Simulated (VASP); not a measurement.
# Cu16Cl in VASP: further runs, part 2 of 2

VASP 6.6.1. The steps go on from the part before.

## (3) Single point, PBE+D3(BJ)

Contents of INCAR:

```
SYSTEM = Cu16Cl
ALGO     = Fast           ! electronic algorithm
DIPOL    = 0.5 0.5 0.472
EDIFF    = 1E-6           ! SCF threshold, eV
ENCUT    = 520            ! plane-wave cutoff, eV
GGA      = PE             ! functional
IDIPOL   = 3            
ISIF     = 2              ! what is computed and relaxed
ISMEAR   = 0              ! smearing method
IVDW     = 12             ! dispersion correction
LASPH    = .TRUE.         ! aspherical terms in the spheres
LCHARG   = .FALSE.        ! write CHGCAR
LDIPOL   = .TRUE.       
LREAL    = Auto         
LWAVE    = .FALSE.        ! write WAVECAR
NBANDS   = 106            ! bands
NELM     = 60             ! most SCF steps
PREC     = Accurate       ! precision mode
SIGMA    = 0.1            ! smearing width, eV
```

Contents of KPOINTS:

```
k-points
0
G
  6 6 1
  0 0 0
```

Contents of POSCAR:

```
Cu16Cl
1.0
    5.0393684011      0.0000000000      0.0000000000
   -2.5196842005      4.3642210544      0.0000000000
    0.0000000000      0.0000000000     25.1719406043
Cu Cl
16 1
Direct
    0.3333333333      0.1666666667      0.3376775805
    0.3333333333      0.6666666667      0.3376775805
    0.8333333333      0.1666666667      0.3376775805
    0.8333333333      0.6666666667      0.3376775805
    0.6666666667      0.3333333333      0.4194080107
    0.6666666667      0.8333333333      0.4194080107
    0.1666666667      0.3333333333      0.4194080107
    0.1666666667      0.8333333333      0.4194080107
    0.0008287405      0.4991712595      0.5003274996
    0.0008287405      0.0016574811      0.5003274996
    0.4983425189      0.4991712595      0.5003274996
    0.5000000000      0.0000000000      0.5030308863
    0.3352173940      0.6704347880      0.5836024034
    0.3352173940      0.1647826060      0.5836024034
    0.8333333333      0.6666666667      0.5791377898
    0.8295652120      0.1647826060      0.5836024034
    0.1666666667      0.3333333333      0.6582935029
```

Potentials or basis: VASP PAW PBE potentials, release 64 (Cu, Cl).

Launch:

```bash
cat potpaw_PBE.64/Cu/POTCAR potpaw_PBE.64/Cl/POTCAR > POTCAR
mpirun -np 1 vasp_std > vasp.out
```

OUTCAR:

```text
SYSTEM = Cu16Cl
   EDIFF = 1E-6
   ENCUT = 520
   GGA = PE
   ISIF = 2
   ISMEAR = 0
   IVDW = 12
   LASPH = .TRUE.
   LREAL = Auto
   NELM = 60
   PREC = Accurate
 IVDW          = 12

 ion  position               nearest neighbor table
   1  0.333  0.167  0.338-   7 2.52   2 2.52   2 2.52   3 2.52   3 2.52   8 2.52   5 2.52   4 2.52
                             4 2.52
   2  0.333  0.667  0.338-   8 2.52   1 2.52   1 2.52   4 2.52   4 2.52   7 2.52   6 2.52   3 2.52
                             3 2.52
   3  0.833  0.167  0.338-   5 2.52   4 2.52   4 2.52   1 2.52   1 2.52   6 2.52   7 2.52   2 2.52
                             2 2.52
   4  0.833  0.667  0.338-   6 2.52   3 2.52   3 2.52   2 2.52   2 2.52   5 2.52   8 2.52   1 2.52
                             1 2.52
   5  0.667  0.333  0.419-   9 2.51  11 2.51   3 2.52   6 2.52   6 2.52   7 2.52   7 2.52   4 2.52
                             1 2.52   8 2.52   8 2.52  12 2.56
   6  0.667  0.833  0.419-  11 2.51  10 2.51   4 2.52   5 2.52   5 2.52   8 2.52   8 2.52   3 2.52
                             2 2.52   7 2.52   7 2.52  12 2.56
   7  0.167  0.333  0.419-  10 2.50  11 2.50   9 2.50   1 2.52   8 2.52   8 2.52   5 2.52   5 2.52
                             2 2.52   3 2.52   6 2.52   6 2.52
[... 975 lines left out ...]

 vacuum level on the upper side and lower side of the slab       (xc-potential included)         0.107        -0.361

 Edisp (eV)   -7.51511

 E8    (eV) :    -3.3237

  FORCE on cell =-STRESS in cart. coord.  units (eV):
  Direction    XX          YY          ZZ          XY          YZ          ZX
  --------------------------------------------------------------------------------------
  -------------------------------------------------------------------------------------
  Total      -0.93231    -0.93231     0.73572    -0.00000    -0.00000     0.00000
  in kB      -2.69817    -2.69817     2.12923    -0.00000    -0.00000     0.00000
  external pressure =       -1.09 kB  Pullay stress =        0.00 kB

 VOLUME and BASIS-vectors are now :
 -----------------------------------------------------------------------------
  energy-cutoff  :      520.00
  volume of cell :      553.60
      direct lattice vectors                 reciprocal lattice vectors
     5.039368401  0.000000000  0.000000000     0.198437566  0.114567982  0.000000000
    -2.519684200  4.364221054  0.000000000     0.000000000  0.229135964  0.000000000
     0.000000000  0.000000000 25.171940604     0.000000000  0.000000000  0.039726774

 POSITION                                       TOTAL-FORCE (eV/Angst)
 -----------------------------------------------------------------------------------
      1.25984      0.72737      8.50000         0.025386     -0.014657     -0.067084
     -0.00000      2.90948      8.50000         0.000000      0.029313     -0.067084
      3.77953      0.72737      8.50000        -0.025386     -0.014657     -0.067084
      2.51968      2.90948      8.50000         0.000000      0.000000     -0.064001
      2.51968      1.45474     10.55731        -0.000000     -0.072240      0.055741
      1.25984      3.63685     10.55731        -0.062562      0.036120      0.055741
[... 9 lines left out ...]
      3.76528      0.71915     14.69041         0.006598      0.003809      0.031780
      0.00000      1.45474     16.57052         0.000000      0.000000     -0.019490
 -----------------------------------------------------------------------------------
    total drift:                                0.000000      0.000000     -0.009183

  FREE ENERGIE OF THE ION-ELECTRON SYSTEM (eV)
  ---------------------------------------------------
  free  energy   TOTEN  =       -66.9118226039 eV

  energy  without entropy=      -66.8698118194  energy(sigma->0) =      -66.89081721

 vacuum level on the upper side and lower side of the slab         4.820         4.345
```

stdout:

```text
POSCAR found type information on POSCAR CuCl
 POSCAR found :  2 types and      17 ions
 scaLAPACK will be used
 LDA part: xc-table for (Slater+PW92), standard interpolation
 POSCAR, INCAR and KPOINTS ok, starting setup
 FFT: planning ... GRIDC
 FFT: planning ... GRID_SOFT
 FFT: planning ... GRID
 WAVECAR not read
 entering main loop
```

It took 15 min on 1 thread of Oxide Virtual Turin-like, shared host; peak memory 0.73 GiB.

Results:

- Free energy: -66.9118 eV
- Largest force: 0.091 eV/Å
- Band gap on the k mesh: zero (an odd number of electrons rules out a gap without spin polarisation)
- Dispersion energy per atom: -0.442 eV

Forces in eV/Å, atoms in the order of the input:
```
Cu   0.025 -0.015 -0.067
Cu   0.000  0.029 -0.067
Cu  -0.025 -0.015 -0.067
Cu   0.000  0.000 -0.064
Cu   0.000 -0.072  0.056
Cu  -0.063  0.036  0.056
Cu   0.000  0.000  0.013
Cu   0.063  0.036  0.056
Cu   0.002 -0.001 -0.012
Cu   0.000  0.002 -0.012
Cu  -0.002 -0.001 -0.012
Cu   0.000  0.000  0.017
Cu   0.000 -0.008  0.032
Cu  -0.007  0.004  0.032
Cu   0.000  0.000  0.028
Cu   0.007  0.004  0.032
Cl   0.000  0.000 -0.019
```

Caveat: an odd number of electrons without spin polarisation forces a metal; a magnetic or distorted state may lie lower.

## (4) Single point, PBE+D3(BJ)

Contents of INCAR:

```
PREC     = Accurate       # precision mode
ENCUT    = 520            # plane-wave cutoff, eV
EDIFF    = 1E-7           # SCF threshold, eV
ISMEAR   = 0              # smearing method
SIGMA    = 0.1            # smearing width, eV
LREAL    = Auto         
LASPH    = T              # aspherical terms in the spheres
NELM     = 80             # most SCF steps
ALGO     = Fast           # electronic algorithm
ISIF     = 2              # what is computed and relaxed
LWAVE    = F              # write WAVECAR
LCHARG   = F              # write CHGCAR
LDIPOL   = T            
IDIPOL   = 3            
DIPOL    = 0.5 0.5 0.472
GGA      = PE             # functional
IVDW     = 12             # dispersion correction
NBANDS   = 106            # bands
```

Contents of KPOINTS:

```
Automatic mesh
0
Gamma
  6 6 1
```

Contents of POSCAR:

```
Cu16Cl
1.0
    5.0393684011      0.0000000000      0.0000000000
   -2.5196842005      4.3642210544      0.0000000000
    0.0000000000      0.0000000000     25.1719406043
Cu Cl
16 1
Direct
    0.3333333333      0.1666666667      0.3376775805
    0.3333333333      0.6666666667      0.3376775805
    0.8333333333      0.1666666667      0.3376775805
    0.8333333333      0.6666666667      0.3376775805
    0.6666666667      0.3333333333      0.4194080107
    0.6666666667      0.8333333333      0.4194080107
    0.1666666667      0.3333333333      0.4194080107
    0.1666666667      0.8333333333      0.4194080107
    0.0000000000      0.5000000000      0.5001174267
   -0.0019208137     -0.0009604069      0.5012561407
    0.5009604069      0.5019208137      0.5012561407
    0.5009604069     -0.0009604069      0.5012561407
    0.3365485085      0.6682742543      0.5832752721
    0.3333333333      0.1666666667      0.5801846600
    0.8317257457      0.6682742543      0.5832752721
    0.8317257457      0.1634514915      0.5832752721
    0.0000000000      0.5000000000      0.6580797410
```

Launch:

```bash
cat potpaw_PBE.64/Cu/POTCAR potpaw_PBE.64/Cl/POTCAR > POTCAR
mpirun -np 1 vasp_std > vasp.out
```

Wall time 19 min (1 thread of Oxide Virtual Turin-like, shared host); peak memory 0.72 GiB.

The run converged. Its results:

| Quantity | Value |
| --- | --- |
| Free energy | -66.9133 eV |
| Largest force | 0.088 eV/Å |
| Band gap on the k mesh | zero (an odd number of electrons rules out a gap without spin polarisation) |
| Dispersion energy per atom | -0.442 eV |

Forces in eV/Å, atoms in the order of the input:
```
Cu   0.000  0.000 -0.088
Cu   0.020  0.011 -0.062
Cu   0.000 -0.023 -0.062
Cu  -0.020  0.011 -0.062
Cu  -0.037 -0.022  0.062
Cu   0.000  0.000  0.015
Cu   0.037 -0.022  0.062
Cu   0.000  0.043  0.062
Cu   0.000  0.000 -0.002
Cu  -0.004 -0.002 -0.003
Cu   0.000  0.005 -0.003
Cu   0.004 -0.002 -0.003
Cu   0.003  0.002  0.015
Cu   0.000  0.000  0.031
Cu  -0.003  0.002  0.015
Cu   0.000 -0.003  0.015
Cl   0.000  0.000  0.007
```

Levels at points of the mesh, in eV from the Fermi level:
| k point | band 89 | band 90 | band 91 | band 92 | band 93 | band 94 |
| --- | --- | --- | --- | --- | --- | --- |
| (0.00, 0.00, 0.00) | -0.23 | -0.22 | -0.22 | 0.44 | 0.85 | 0.85 |
| (0.50, 0.00, 0.00) | -0.76 | -0.51 | -0.03 | 0.01 | 0.65 | 0.66 |

Caveat: an odd number of electrons without spin polarisation forces a metal; a magnetic or distorted state may lie lower. With open d or f shells a metallic result of PBE can be an artefact of self-interaction; +U or a hybrid may open a gap.

## (5) Summary

| cell | gap on the mesh (eV) | largest force (eV/Å) |
| --- | --- | --- |
| as given, atomic positions A | none | 0.09 |
| as given, atomic positions B | none | 0.09 |
| as given, atomic positions C | none | 0.09 |

Alike in all rows: task single point; level PBE+D3(BJ); potentials or basis VASP PAW PBE potentials, release 64 (Cu, Cl); no spin polarisation; k mesh 6 × 6 × 1; cutoff (eV) 520; smearing gaussian 0.1 eV.

Caveats: an odd number of electrons without spin polarisation forces a metal; a magnetic or distorted state may lie lower.

Absolute energies hang on the potentials; compare differences alone.
